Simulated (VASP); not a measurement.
# Al16BH3 in VASP: further runs, part 2 of 2

VASP 6.6.1. Earlier steps stand in the parts before.

## (3) Single point, PBEsol

INCAR reads:

```
SYSTEM = Al16BH3
  ALGO = Normal
  EDIFF = 1E-7
  ENCUT = 520
  GGA = PS
  ISIF = 2
  ISMEAR = 0
  LASPH = .True.
  LCHARG = .True.
  LELF = .True.
  LREAL = Auto
  LVHAR = .True.
  LWAVE = .False.
  NBANDS = 43
  NELM = 100
  PREC = Accurate
  SIGMA = 0.15
```

KPOINTS reads:

```
k-points
0
Gamma
  2 3 1
  0 0 0
```

POSCAR reads:

```
Al16BH3
1.0
    8.1000000000      0.0000000000      0.0000000000
    0.0000000000      5.7275650000      0.0000000000
    0.0000000000      0.0000000000     17.2956740000
Al B H
16 1 3
Direct
    0.2500000000      0.2500000000      0.0578179300
    0.7500000000      0.2500000000      0.0578179300
    0.2500000000      0.7499999900      0.0578179300
    0.7500000000      0.7499999900      0.0578179300
    0.0024923107      0.0020026553      0.1316858866
    0.4999965766     -0.0000885377      0.1259366221
   -0.0004857337      0.5005221529      0.1309347642
    0.5000649335      0.5024961771      0.1284889618
    0.2603268830      0.2511445410      0.2210275924
    0.7483657273      0.2547795184      0.2135113892
    0.2451128819      0.7488210040      0.2098998762
    0.7571463506      0.7549236607      0.2100183771
   -0.0025238077      0.0006593885      0.2876036770
    0.5032603313     -0.0116354301      0.2822857541
   -0.0031709017      0.5051647756      0.2872890375
    0.5056444522      0.5348981172      0.2871783385
    0.3767143035      0.2632848751      0.3408067183
    0.5247366607      0.7703863571      0.3516888248
    0.2670328834      0.2701954293      0.3878976217
    0.5035710447      0.1774511895      0.3715399027
```

Potentials or basis: VASP PAW PBE potentials, release 64 (Al, B, H).

On the command line:

```sh
$ cat potpaw_PBE.64/Al/POTCAR potpaw_PBE.64/B/POTCAR potpaw_PBE.64/H/POTCAR > POTCAR
$ mpirun -np 1 vasp_std > vasp.out
```

OUTCAR:

```text
SYSTEM = Al16BH3
   EDIFF = 1E-7
   ENCUT = 520
   GGA = PS
   ISIF = 2
   ISMEAR = 0
   LASPH = .True.
   LREAL = Auto
   NELM = 100
   PREC = Accurate

 ion  position               nearest neighbor table
   1  0.250  0.250  0.058-   6 2.75   5 2.77   8 2.77   7 2.79   9 2.82   3 2.86   3 2.86
   2  0.750  0.250  0.058-  10 2.69   6 2.75   8 2.77   7 2.78   5 2.80   4 2.86   4 2.86
   3  0.250  0.750  0.058-  11 2.63   6 2.75   8 2.76   5 2.78   7 2.79   1 2.86   1 2.86
   4  0.750  0.750  0.058-  12 2.63   6 2.75   8 2.76   7 2.78   5 2.81   2 2.86   2 2.86
   5  0.002  0.002  0.132-  13 2.70   1 2.77   3 2.78  12 2.79  11 2.79   2 2.80   4 2.81   7 2.86
                             7 2.87  10 2.89   9 2.96
   6  0.500  1.000  0.126-  14 2.71   3 2.75   4 2.75   1 2.75   2 2.75   8 2.85   8 2.88  12 2.90
                            11 2.91  10 2.91   9 2.92
   7  1.000  0.501  0.131-  15 2.70   4 2.78   2 2.78   3 2.79   1 2.79  11 2.80  12 2.80   5 2.86
                            10 2.86   5 2.87   9 2.99
   8  0.500  0.502  0.128-  16 2.75   4 2.76   3 2.76   2 2.77   1 2.77   6 2.85  10 2.87  11 2.87
                             6 2.88   9 2.90  12 2.90
   9  0.260  0.251  0.221-  17 2.28  14 2.69  16 2.81  13 2.81   1 2.82  15 2.83  11 2.86  11 2.89
                             8 2.90   6 2.92   5 2.96   7 2.99
  10  0.748  0.255  0.214-   2 2.69  14 2.77  15 2.78  13 2.80  16 2.84   7 2.86  12 2.86  12 2.87
                             8 2.87   5 2.89   6 2.91
  11  0.245  0.749  0.210-   3 2.63  16 2.78  15 2.79   5 2.79  14 2.80   7 2.80  13 2.81   9 2.86
                             8 2.87   9 2.89   6 2.91
  12  0.757  0.755  0.210-   4 2.63  16 2.74  13 2.75  14 2.75  15 2.76   5 2.79   7 2.80  10 2.86
                            10 2.87   8 2.90   6 2.90
  13  0.997  0.001  0.288-   5 2.70  12 2.75  10 2.80  11 2.81   9 2.81  15 2.84  15 2.89
  14  0.503  0.988  0.282-  18 1.74  20 1.89  17 2.13  16 2.60   9 2.69   6 2.71  12 2.75  10 2.77
                            11 2.80  16 3.13
  15  0.997  0.505  0.287-   7 2.70  12 2.76  10 2.78  11 2.79   9 2.83  13 2.84  13 2.89
  16  0.506  0.535  0.287-  18 1.76  17 2.09  14 2.60  12 2.74   8 2.75  11 2.78   9 2.81  10 2.84
                            14 3.13
  17  0.377  0.263  0.341-  19 1.21  20 1.26  16 2.09  14 2.13   9 2.28
  18  0.525  0.770  0.352-  14 1.74  16 1.76
  19  0.267  0.270  0.388-  17 1.21
  20  0.504  0.177  0.372-  17 1.26  14 1.89

  LATTYP: Found a simple orthorhombic cell.
 ALAT       =     5.7275650000
 B/A-ratio  =     1.4142135445
[... 182 lines left out ...]
  energy-cutoff  :      520.00
  volume of cell :      802.40
 maximum number of plane-waves:     21632
   NGX = 31   NGY = 21   NGZ = 65

 number of electron      53.9999998 magnetization

 Free energy of the ion-electron system (eV)
  ---------------------------------------------------
  ext. energy  EPLUGINS =         0.00000000
  ---------------------------------------------------
  free energy    TOTEN  =       -75.86986761 eV

  energy without entropy =      -75.80961976  energy(sigma->0) =      -75.83974369

 E-fermi :  -0.1904     XC(G=0):  -4.6349

 val. band max:       -0.2561474655   @ k =   0.0000   0.0000   0.0000
 cond. band min:      -0.0407252115   @ k =   0.5000   0.0000   0.0000
 fundamental gap:      0.2154222540
 Fermi energy:        -0.1903805271

 k-point     1 :       0.0000    0.0000    0.0000
  band No.  band energies     occupation
      1     -10.7014      2.00000
      2      -9.5962      2.00000
      3      -8.2471      2.00000
      4      -8.1266      2.00000
      5      -7.4586      2.00000
      6      -6.6091      2.00000
[... 157 lines left out ...]
     38       2.6038      0.00000
     39       2.8307      0.00000
 [bands above 39 left out]

------------------------ aborting loop because EDIFF is reached ----------------------------------------

  FORCE on cell =-STRESS in cart. coord.  units (eV):
  Direction    XX          YY          ZZ          XY          YZ          ZX
  --------------------------------------------------------------------------------------
  -------------------------------------------------------------------------------------
  Total        4.7603152     -6.9434407     -0.0097264      0.2384025     -0.0021284     -0.0385303
  in kB        9.5050357    -13.8641349     -0.0194210      0.4760239     -0.0042499     -0.0769345
  external PRESSURE =      -1.4595067 kB  Pullay stress =       0.0000000 kB

 VOLUME and BASIS-vectors are now :
 -----------------------------------------------------------------------------
  energy-cutoff  :      520.00
  volume of cell :      802.40
      direct lattice vectors                 reciprocal lattice vectors
     8.100000000  0.000000000  0.000000000     0.123456790  0.000000000  0.000000000
     0.000000000  5.727565000  0.000000000     0.000000000  0.174594265  0.000000000
     0.000000000  0.000000000 17.295674000     0.000000000  0.000000000  0.057817926

 POSITION                                       TOTAL-FORCE (eV/Angst)
 -----------------------------------------------------------------------------------
      2.02500      1.43189      1.00000         0.187634      0.025312      0.375783
      6.07500      1.43189      1.00000        -0.136052      0.031147     -0.018618
      2.02500      4.29567      1.00000         0.134340     -0.026447     -0.174855
      6.07500      4.29567      1.00000        -0.181212     -0.025681     -0.208669
      0.02019      0.01147      2.27760         0.006388     -0.002084      0.005243
      4.04997      5.72706      2.17816        -0.006218      0.006542      0.011648
[... 12 lines left out ...]
      2.16297      1.54756      6.70895        -0.019570      0.001892      0.016005
      4.07893      1.01636      6.42603         0.017102      0.003855      0.005453
 -----------------------------------------------------------------------------------
    total drift:                                0.000924     -0.006158     -0.005772

  FREE ENERGIE OF THE ION-ELECTRON SYSTEM (eV)
  ---------------------------------------------------
  free  energy   TOTEN  =       -75.8698676106 eV

  energy  without entropy=      -75.8096197622  energy(sigma->0) =      -75.83974369
```

It took 11 min on 1 thread of Intel Xeon 8259CL, shared host; peak memory 0.79 GiB.

What came out:

- Free energy: -75.8699 eV
- Largest force: 0.421 eV/Å
- Band gap on the k mesh: 0.01 eV (least direct gap 0.26 eV)

Forces in eV/Å, atoms in the order of the input:
```
Al   0.188  0.025  0.376
Al  -0.136  0.031 -0.019
Al   0.134 -0.026 -0.175
Al  -0.181 -0.026 -0.209
Al   0.006 -0.002  0.005
Al  -0.006  0.007  0.012
Al   0.009  0.001  0.002
Al  -0.008 -0.004  0.002
Al  -0.004 -0.001 -0.012
Al   0.012 -0.005 -0.002
Al  -0.007 -0.007  0.003
Al   0.001 -0.001  0.010
Al   0.003  0.002 -0.003
Al  -0.007  0.002 -0.006
Al   0.000 -0.003 -0.010
Al   0.008  0.009  0.014
B   -0.016 -0.004 -0.016
H    0.007 -0.004  0.006
H   -0.020  0.002  0.016
H    0.017  0.004  0.005
```

Levels at points of the mesh, in eV from the valence-band top:
| k point | band 25 | band 26 | band 27 | band 28 | band 29 | band 30 |
| --- | --- | --- | --- | --- | --- | --- |
| (0.00, 0.00, 0.00) | -0.58 | -0.47 | -0.25 | 0.01 | 0.35 | 0.93 |
| (0.50, 0.00, 0.00) | -0.85 | -0.68 | -0.57 | 0.22 | 0.67 | 0.69 |

Caveat: the smearing spreads over this small gap; there is no dipole correction, which matters where the two faces differ; the PAW data sets were made with another functional, which shifts forces and pressure a little.

## (4) Single point, PBEsol

INCAR reads:

```
PREC = Accurate ; ENCUT = 520
EDIFF = 1E-7 ; ISMEAR = 0
SIGMA = 0.15 ; LREAL = Auto
LASPH = T ; NELM = 60
ALGO = Normal ; ISIF = 2
LWAVE = F ; LCHARG = T
GGA = PS ; LELF = T
LVHAR = T ; NBANDS = 43
```

KPOINTS reads:

```
regular mesh
0
Gamma
  2 3 1
```

POSCAR reads:

```
Al16BH3
1.0
    8.1000000000      0.0000000000      0.0000000000
    0.0000000000      5.7275650000      0.0000000000
    0.0000000000      0.0000000000     17.2956740000
Al B H
16 1 3
Direct
    0.2500000000      0.2499999564      0.0578179260
    0.7500000000      0.2499999564      0.0578179260
    0.2500000000      0.7500000436      0.0578179260
    0.7500000000      0.7500000436      0.0578179260
   -0.0003193827      0.0005726692      0.1312685473
    0.4999722222      0.0030744304      0.1282560020
   -0.0000639506      0.4995361903      0.1301021284
    0.4999004938      0.4964310313      0.1305153531
    0.2461429630      0.2522075262      0.2115703615
    0.7527039506      0.2517900713      0.2117167565
    0.2499916049      0.7513683389      0.2156683804
    0.7484271605      0.7509515824      0.2160107782
   -0.0006825926      0.0021365100      0.2876268944
    0.4987345679      0.0110816726      0.2841271754
   -0.0007698765      0.5007487475      0.2870305025
    0.4987079012      0.5018621351      0.2869987027
    0.5027507407      0.2610526463      0.3850080662
    0.6359001235      0.2937129478      0.4150565627
    0.3811458025      0.3424474449      0.4162235597
    0.4743190123      0.0440181822      0.3898760465
```

Potentials or basis: VASP PAW PBE potentials, release 64 (Al, B, H).

On the command line:

```sh
$ cat potpaw_PBE.64/Al/POTCAR potpaw_PBE.64/B/POTCAR potpaw_PBE.64/H/POTCAR > POTCAR
$ mpirun -np 1 vasp_std > vasp.out
```

OUTCAR:

```text
PREC = Accurate
   ENCUT = 520
   EDIFF = 1E-7
   ISMEAR = 0
   LREAL = Auto
   LASPH = T
   NELM = 60
   ISIF = 2
   GGA = PS

 ion  position               nearest neighbor table
   1  0.250  0.250  0.058-   9 2.66   6 2.75   8 2.77   7 2.78   5 2.79   3 2.86   3 2.86
   2  0.750  0.250  0.058-  10 2.66   6 2.75   8 2.77   7 2.78   5 2.78   4 2.86   4 2.86
   3  0.250  0.750  0.058-  11 2.73   6 2.77   7 2.78   5 2.79   8 2.79   1 2.86   1 2.86
   4  0.750  0.750  0.058-  12 2.74   6 2.77   7 2.78   5 2.79   8 2.79   2 2.86   2 2.86
   5  1.000  0.001  0.131-  13 2.70   2 2.78   4 2.79   1 2.79   3 2.79   9 2.83  10 2.83   7 2.86
                             7 2.87  11 2.88  12 2.89
   6  0.500  0.003  0.128-  14 2.70   1 2.75   2 2.75   3 2.77   4 2.77   8 2.83  10 2.88   9 2.89
                             8 2.90  12 2.91  11 2.91
   7  1.000  0.500  0.130-  15 2.71   2 2.78   1 2.78   4 2.78   3 2.78   9 2.82  10 2.83   5 2.86
                             5 2.87  11 2.89  12 2.90
   8  0.500  0.496  0.131-  16 2.71   1 2.77   2 2.77   3 2.79   4 2.79   6 2.83  10 2.85   9 2.85
                            12 2.89  11 2.90   6 2.90
   9  0.246  0.252  0.212-   1 2.66  14 2.77  15 2.78  13 2.79  16 2.82   7 2.82   5 2.83   8 2.85
                            11 2.86  11 2.87   6 2.89
  10  0.753  0.252  0.212-   2 2.66  14 2.78  15 2.78  13 2.79  16 2.82   5 2.83   7 2.83   8 2.85
                            12 2.86  12 2.87   6 2.88
  11  0.250  0.751  0.216-   3 2.73  16 2.76  14 2.77  15 2.78  13 2.78   9 2.86   9 2.87   5 2.88
                             7 2.89   8 2.90   6 2.91
  12  0.748  0.751  0.216-   4 2.74  16 2.76  15 2.77  14 2.77  13 2.78  10 2.86  10 2.87   5 2.89
                             8 2.89   7 2.90   6 2.91
  13  0.999  0.002  0.288-   5 2.70  12 2.78  11 2.78  10 2.79   9 2.79  15 2.86  15 2.87
  14  0.499  0.011  0.284-  20 1.85  17 2.26   6 2.70   9 2.77  11 2.77  12 2.77  10 2.78  16 2.81
                            16 2.92
  15  0.999  0.501  0.287-   7 2.71  12 2.77  11 2.78  10 2.78   9 2.78  13 2.86  13 2.87
  16  0.499  0.502  0.287-  17 2.19   8 2.71  11 2.76  12 2.76  14 2.81   9 2.82  10 2.82  14 2.92

  17  0.503  0.261  0.385-  18 1.21  19 1.22  20 1.27  16 2.19  14 2.26
  18  0.636  0.294  0.415-  17 1.21
  19  0.381  0.342  0.416-  17 1.22
  20  0.474  0.044  0.390-  17 1.27  14 1.85

  LATTYP: Found a simple orthorhombic cell.
 ALAT       =     5.7275650000
 B/A-ratio  =     1.4142135445
 C/A-ratio  =     3.0197254854
[... 179 lines left out ...]
 non-spin polarized calculation
 Gauss-broadening in eV      SIGMA  =   0.15
  energy-cutoff  :      520.00
  volume of cell :      802.40
 maximum number of plane-waves:     21632
   NGX = 31   NGY = 21   NGZ = 65

 number of electron      53.9999999 magnetization

 Free energy of the ion-electron system (eV)
  ---------------------------------------------------
  ext. energy  EPLUGINS =         0.00000000
  ---------------------------------------------------
  free energy    TOTEN  =       -76.49428261 eV

  energy without entropy =      -76.41648742  energy(sigma->0) =      -76.45538501

 E-fermi :  -0.2652     XC(G=0):  -4.7179

 val. band max:       -0.2729375467   @ k =   0.0000   0.0000   0.0000
 cond. band min:      -0.1865587764   @ k =   0.0000   0.3333   0.0000
 fundamental gap:      0.0863787703
 Fermi energy:        -0.2652203747

 k-point     1 :       0.0000    0.0000    0.0000
  band No.  band energies     occupation
      1     -10.5960      2.00000
      2      -9.5446      2.00000
      3      -8.3168      2.00000
      4      -8.2424      2.00000
      5      -7.6617      2.00000
      6      -6.1735      2.00000
[... 157 lines left out ...]
     38       2.7384      0.00000
     39       2.7733      0.00000
 [bands above 39 left out]

------------------------ aborting loop because EDIFF is reached ----------------------------------------

  FORCE on cell =-STRESS in cart. coord.  units (eV):
  Direction    XX          YY          ZZ          XY          YZ          ZX
  --------------------------------------------------------------------------------------
  -------------------------------------------------------------------------------------
  Total        5.2804248    -16.7486023      0.0765984     -0.0311595     -0.0012687      0.0012506
  in kB       10.5435511    -33.4423369      0.1529459     -0.0622170     -0.0025333      0.0024972
  external PRESSURE =      -7.5819466 kB  Pullay stress =       0.0000000 kB

 VOLUME and BASIS-vectors are now :
 -----------------------------------------------------------------------------
  energy-cutoff  :      520.00
  volume of cell :      802.40
      direct lattice vectors                 reciprocal lattice vectors
     8.100000000  0.000000000  0.000000000     0.123456790  0.000000000  0.000000000
     0.000000000  5.727565000  0.000000000     0.000000000  0.174594265  0.000000000
     0.000000000  0.000000000 17.295674000     0.000000000  0.000000000  0.057817926

 POSITION                                       TOTAL-FORCE (eV/Angst)
 -----------------------------------------------------------------------------------
      2.02500      1.43189      1.00000        -0.025263      0.038012     -0.126719
      6.07500      1.43189      1.00000         0.027396      0.031230     -0.123291
      2.02500      4.29567      1.00000         0.075925     -0.036731      0.103640
      6.07500      4.29567      1.00000        -0.078632     -0.031420      0.106726
      8.09741      0.00328      2.27038        -0.002736      0.000187     -0.001763
      4.04977      0.01761      2.21827         0.001360     -0.000709      0.001818
[... 12 lines left out ...]
      3.08728      1.96139      7.19887        -0.016807      0.009550      0.007155
      3.84198      0.25212      6.74317         0.000849     -0.012402     -0.002985
 -----------------------------------------------------------------------------------
    total drift:                                0.006151     -0.001144     -0.012688

  FREE ENERGIE OF THE ION-ELECTRON SYSTEM (eV)
  ---------------------------------------------------
  free  energy   TOTEN  =       -76.4942826054 eV

  energy  without entropy=      -76.4164874197  energy(sigma->0) =      -76.45538501
```

OSZICAR:

```text
N       E                     dE             d eps       ncg     rms          rms(c)
DAV:   1     0.173626897055E+03    0.17363E+03   -0.16371E+04   344   0.895E+02
DAV:   2    -0.646534928467E+02   -0.23828E+03   -0.22816E+03   461   0.157E+02
DAV:   3    -0.821436390300E+02   -0.17490E+02   -0.17137E+02   400   0.416E+01
[... 18 lines left out ...]
DAV:  22    -0.764942813133E+02   -0.22183E-05   -0.25316E-07   336   0.124E-03    0.236E-04
DAV:  23    -0.764942819798E+02   -0.66652E-06   -0.65514E-08   293   0.703E-04    0.105E-04
DAV:  24    -0.764942823424E+02   -0.36260E-06   -0.27600E-08   274   0.477E-04    0.637E-05
DAV:  25    -0.764942825370E+02   -0.19455E-06   -0.12896E-08   277   0.329E-04    0.532E-05
DAV:  26    -0.764942826054E+02   -0.68379E-07   -0.57931E-09   269   0.236E-04
   1 F= -.76494283E+02 E0= -.76455385E+02  d E =-.777952E-01
```

Wall time 10 min (1 thread of Intel Xeon 8259CL, shared host); peak memory 0.79 GiB.

Results:

```yaml
Free_energy: -76.4943 eV
Largest_force: 0.136 eV/Å
Band_gap_on_the_k_mesh: 0.01 eV (least direct gap 0.10 eV)
```

Forces on the atoms (eV/Å):
```
Al  -0.025  0.038 -0.127
Al   0.027  0.031 -0.123
Al   0.076 -0.037  0.104
Al  -0.079 -0.031  0.107
Al  -0.003  0.000 -0.002
Al   0.001 -0.001  0.002
Al  -0.001  0.002 -0.003
Al   0.001  0.002 -0.003
Al   0.001  0.000  0.003
Al  -0.001 -0.001  0.004
Al   0.001 -0.001  0.004
Al   0.000  0.000  0.002
Al   0.001  0.000  0.006
Al   0.000 -0.004  0.014
Al   0.001 -0.001  0.008
Al   0.003  0.004  0.004
B   -0.003 -0.002 -0.011
H    0.015  0.003  0.007
H   -0.017  0.010  0.007
H    0.001 -0.012 -0.003
```

Levels at points of the mesh, in eV from the valence-band top:
| k point | band 25 | band 26 | band 27 | band 28 | band 29 | band 30 |
| --- | --- | --- | --- | --- | --- | --- |
| (0.00, 0.00, 0.00) | -0.60 | -0.60 | -0.51 | 0.01 | 0.27 | 0.64 |
| (0.50, 0.00, 0.00) | -0.93 | -0.92 | -0.74 | 0.22 | 0.60 | 0.61 |

Caveat: the smearing spreads over this small gap; there is no dipole correction, which matters where the two faces differ; the PAW data sets were made with another functional, which shifts forces and pressure a little.

The gap in the log of VASP goes by the Fermi energy; the results here count the filled bands.